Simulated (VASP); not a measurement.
# Re (P6/mmm) in VASP: notebook, part 2 of 2

VASP 6.6.1.

## (3) Single point, PBE (10.62 Å³/atom)

INCAR reads:

```
SYSTEM = Re
PREC = Accurate
ENCUT = 520
EDIFF = 1E-7
ISMEAR = -1
SIGMA = 0.08
LREAL = .FALSE.
LASPH = .TRUE.
NELM = 100
ALGO = Normal
ISIF = 2
LWAVE = .FALSE.
LCHARG = .FALSE.
GGA = PE
NBANDS = 10
```

KPOINTS reads:

```
regular mesh
0
G
  16 16 15
  0 0 0
```

POSCAR reads:

```
Re
1.0
    2.3851946910      0.0000000000      0.0000000000
   -1.1925973455      2.0656391954      0.0000000000
    0.0000000000      0.0000000000      2.1556342890
Re
1
Direct
    0.0000000000      0.0000000000      0.0000000000
```

Potentials or basis: VASP PAW PBE potentials, release 64 (Re).

Command:

```console
$ cat potpaw_PBE.64/Re/POTCAR > POTCAR
$ mpirun -np 1 vasp_std > vasp.out
```

OUTCAR:

```text
SYSTEM = Re
   PREC = Accurate
   ENCUT = 520
   EDIFF = 1E-7
   ISMEAR = -1
   LREAL = .FALSE.
   LASPH = .TRUE.
   NELM = 100
   ISIF = 2
   GGA = PE

 ion  position               nearest neighbor table
   1  0.000  0.000  0.000-

  LATTYP: Found a hexagonal cell.
 ALAT       =     2.3851946910
 C/A-ratio  =     0.9037561156

  Lattice vectors:

 A1 = (   2.3851946910,   0.0000000000,   0.0000000000)
 A2 = (  -1.1925973455,   2.0656391954,   0.0000000000)
 A3 = (   0.0000000000,   0.0000000000,   2.1556342890)

Analysis of symmetry for initial positions (statically):
=====================================================================
 Subroutine PRICEL returns:
 Original cell was already a primitive cell.

 Routine SETGRP: Setting up the symmetry group for a
 hexagonal supercell.

 Subroutine GETGRP returns: Found 24 space group operations
 (whereof 24 operations were pure point group operations)
 out of a pool of 24 trial point group operations.

The static configuration has the point symmetry D_6h.

Analysis of symmetry for dynamics (positions and initial velocities):
=====================================================================
 Subroutine PRICEL returns:
 Original cell was already a primitive cell.

 Routine SETGRP: Setting up the symmetry group for a
 hexagonal supercell.

 Subroutine GETGRP returns: Found 24 space group operations
 (whereof 24 operations were pure point group operations)
 out of a pool of 24 trial point group operations.

The dynamic configuration has the point symmetry D_6h.

 Subroutine INISYM returns: Found 24 space group operations
 (whereof 24 operations are pure point group operations),
 and found     1 'primitive' translations

----------------------------------------------------------------------------------------

                                     Primitive cell

  volume of cell :      10.6207

  direct lattice vectors                    reciprocal lattice vectors
     2.385194691  0.000000000  0.000000000     0.419252988  0.242055825  0.000000000
    -1.192597346  2.065639195  0.000000000     0.000000000  0.484111650  0.000000000
     0.000000000  0.000000000  2.155634289     0.000000000  0.000000000  0.463900581

  length of vectors
     2.385194691  2.385194691  2.155634289     0.484111650  0.484111650  0.463900581

  position of ions in fractional coordinates (direct lattice)
     0.000000000  0.000000000  0.000000000

  ion indices of the primitive-cell ions
   primitive index   ion index
                 1           1

----------------------------------------------------------------------------------------

 KPOINTS: regular mesh

Automatic generation of k-mesh.
 Grid dimensions read from file:
 generate k-points for:   16   16   15

 Generating k-lattice:

  Cartesian coordinates                     Fractional coordinates (reciprocal lattice)
     0.026203312  0.015128489  0.000000000     0.062500000  0.000000000  0.000000000
     0.000000000  0.030256978  0.000000000     0.000000000  0.062500000  0.000000000
     0.000000000  0.000000000  0.030926705     0.000000000  0.000000000  0.066666667

  Length of vectors
     0.030256978  0.030256978  0.030926705

  Shift w.r.t. Gamma in fractional coordinates (k-lattice)
     0.000000000  0.000000000  0.000000000

 Subroutine IBZKPT returns following result:
 ===========================================

 Found    240 irreducible k-points:

 Following reciprocal coordinates:
            Coordinates               Weight
  0.000000  0.000000  0.000000      1.000000
  0.062500  0.000000  0.000000      6.000000
  0.125000  0.000000  0.000000      6.000000
  0.187500  0.000000  0.000000      6.000000
  0.250000  0.000000  0.000000      6.000000
  0.312500  0.000000  0.000000      6.000000
[... 16 lines left out ...]
  0.187500  0.187500  0.000000      6.000000
  0.250000  0.187500  0.000000     12.000000
 [... further k-points ...]
   k-points           NKPTS =    240   k-points in BZ     NKDIM =    240   number of bands    NBANDS=     10
   number of dos      NEDOS =    301   number of ions     NIONS =      1
   total plane-waves  NPLWV =   5184
   dimension x,y,z NGX =    18 NGY =   18 NGZ =   16
   dimension x,y,z NGXF=    36 NGYF=   36 NGZF=   32
   ions per type =               1
   NGX,Y,Z   is equivalent  to a cutoff of  12.55, 12.55, 12.34 a.u.
   NGXF,Y,Z  is equivalent  to a cutoff of  25.09, 25.09, 24.68 a.u.
 SYSTEM =  Re
   PREC   = accura    normal or accurate (medium, high low for compatibility)
   ISTART =      0    job   : 0-new  1-cont  2-samecut
   ICHARG =      2    charge: 1-file 2-atom 10-const
   ISPIN  =      1    spin polarized calculation?
   LNONCOLLINEAR =      F non collinear calculations
   LSORBIT =      F    spin-orbit coupling
   LASPH  =      T    aspherical Exc in radial PAW
   ENCUT  =  520.0 eV  38.22 Ry    6.18 a.u.   4.43  4.43  4.01*2*pi/ulx,y,z
   NELM   =    100;   NELMIN=  2; NELMDL= -5     # of ELM steps
   EDIFF  = 0.1E-06   stopping-criterion for ELM
   LREAL  =      F    real-space projection
   EDIFFG = 0.1E-05   stopping-criterion for IOM
   NSW    =      0    number of steps for IOM
   IBRION =     -1    ionic relax: 0-MD 1-quasi-New 2-CG
   NFREE  =      0    steps in history (QN), initial steepest desc. (CG)
   ISIF   =      2    stress and relaxation
   ISYM   =      2    0-nonsym 1-usesym 2-fastsym
   POTIM  = 0.5000    time-step for ionic-motion
   TEBEG  =    0.0;   TEEND  =   0.0 temperature during run
   PSTRESS=    0.0 pullay stress
   NELECT =       7.0000    total number of electrons
   NUPDOWN=      -1.0000    fix difference up-down
   EMIN   =  10.00;   EMAX   =-10.00  energy-range for DOS
   EFERMI =   0.00;   METHOD = LEGACY
   ISMEAR =    -1;   SIGMA  =   0.08  broadening in eV -4-tet -1-fermi 0-gaus
   EFERMI_NEDOS =   21; number of points for ismear=-14 and -15
   IALGO  =     38    algorithm
   IMIX   =      4    mixing-type and parameters
     AMIX     =   0.40;   BMIX     =  1.00
     AMIX_MAG =   1.60;   BMIX_MAG =  1.00
  volume/ion in A,a.u.               =      10.62        71.67
  Fermi-wavevector in a.u.,A,eV,Ry     =   1.424699  2.692290 27.616651  2.029767
  Thomas-Fermi vector in A             =   2.545162
   LORBIT       =      0    0 simple, 1 ext, 2 COOP (PROOUT), +10 PAW based schemes
   GGA     = PE    functional components
   LHFCALC =     F    Hartree Fock is set to
   AEXX    =    0.0000 exact exchange contribution
   IVDW    =     0    specifies the selected vdW correction
   LEPSILON=     F    determine dielectric tensor
   LRPA    =     F    only Hartree local field effects (RPA)
 non-spin polarized calculation
  energy-cutoff  :      520.00
  volume of cell :       10.62
 maximum number of plane-waves:       302
 NGX is ok and might be reduce to    18
   NGX =  9   NGY =  9   NGZ =  9

 number of electron       6.9999999 magnetization

 Free energy of the ion-electron system (eV)
  ---------------------------------------------------
  ext. energy  EPLUGINS =         0.00000000
  ---------------------------------------------------
  free energy    TOTEN  =        -7.69862181 eV

  energy without entropy =       -7.68445706  energy(sigma->0) =       -7.69153944

 E-fermi :  13.4292     XC(G=0): -15.4885

 val. band max:       13.4291212913   @ k =   0.3125   0.2500   0.1333
 cond. band min:      13.4303186549   @ k =   0.2500   0.0625   0.2000
 fundamental gap:      0.0011973636
 Fermi energy:        13.4291950740

 k-point     1 :       0.0000    0.0000    0.0000
  band No.  band energies     occupation
      1       0.6613      2.00000
      2       3.7912      2.00000
      3       9.6640      2.00000
      4       9.6640      2.00000
      5      20.4997      0.00000
      6      20.4997      0.00000
      7      26.6553      0.00000
      8      34.2935      0.00000
      9      40.1490      0.00000
     10      40.1491      0.00000
[... 287 lines left out ...]
 k-point    24 :       0.2500    0.1875    0.0000
  band No.  band energies     occupation
      1       5.2495      2.00000
      2       6.0213      2.00000
      3       8.4302      2.00000
      4      15.1892      0.00000
      5      18.1803      0.00000
      6      19.0260      0.00000
      7      27.9424      0.00000
      8      29.7864      0.00000
      9      37.4004      0.00000
     10      43.8452      0.00000

 [... further k-points ...]

------------------------ aborting loop because EDIFF is reached ----------------------------------------

  FORCE on cell =-STRESS in cart. coord.  units (eV):
  Direction    XX          YY          ZZ          XY          YZ          ZX
  --------------------------------------------------------------------------------------
  -------------------------------------------------------------------------------------
  Total       20.7567420     20.7567420     18.5192334      0.0000000      0.0000000     -0.0000000
  in kB     3131.2402262   3131.2402263   2793.7028167      0.0000000      0.0000000     -0.0000000
  external PRESSURE =    3018.7277564 kB  Pullay stress =       0.0000000 kB

 VOLUME and BASIS-vectors are now :
 -----------------------------------------------------------------------------
  energy-cutoff  :      520.00
  volume of cell :       10.62
      direct lattice vectors                 reciprocal lattice vectors
     2.385194691  0.000000000  0.000000000     0.419252988  0.242055825  0.000000000
    -1.192597346  2.065639195  0.000000000     0.000000000  0.484111650  0.000000000
     0.000000000  0.000000000  2.155634289     0.000000000  0.000000000  0.463900581

 POSITION                                       TOTAL-FORCE (eV/Angst)
 -----------------------------------------------------------------------------------
      0.00000      0.00000      0.00000        -0.000000      0.000000      0.000000
 -----------------------------------------------------------------------------------
    total drift:                               -0.000000      0.000000      0.000000

  FREE ENERGIE OF THE ION-ELECTRON SYSTEM (eV)
  ---------------------------------------------------
  free  energy   TOTEN  =        -7.6986218103 eV

  energy  without entropy=       -7.6844570646  energy(sigma->0) =       -7.69153944
```

stdout:

```text
POSCAR found type information on POSCAR Re
 POSCAR found :  1 types and       1 ions
 scaLAPACK will be used
 LDA part: xc-table for (Slater+PW92), standard interpolation
 POSCAR, INCAR and KPOINTS ok, starting setup
 FFT: planning ... GRIDC
 FFT: planning ... GRID_SOFT
 FFT: planning ... GRID
 WAVECAR not read
 entering main loop
```

Run time: 34 s. Hardware: 1 thread of Intel Xeon 8259CL, shared host; peak memory 0.14 GiB.

What came out:

```
Free energy            : -7.6986 eV
Pressure               : 301.9 GPa
Band gap on the k mesh : zero (an odd number of electrons rules out a gap without spin polarisation)
```

Levels at points of the mesh, in eV from the Fermi level:
```tsv
k point	band 1	band 2	band 3	band 4	band 5	band 6	band 7
(0.00, 0.00, 0.00)	-12.77	-9.64	-3.77	-3.77	7.07	7.07	13.23
(0.50, 0.00, 0.00)	-10.66	-7.61	0.34	0.61	5.61	6.85	14.39
```

Caveat: the stress differs along the axes, from 279 to 313 GPa; spin-orbit coupling is left out, which moves the levels of the heavy elements.
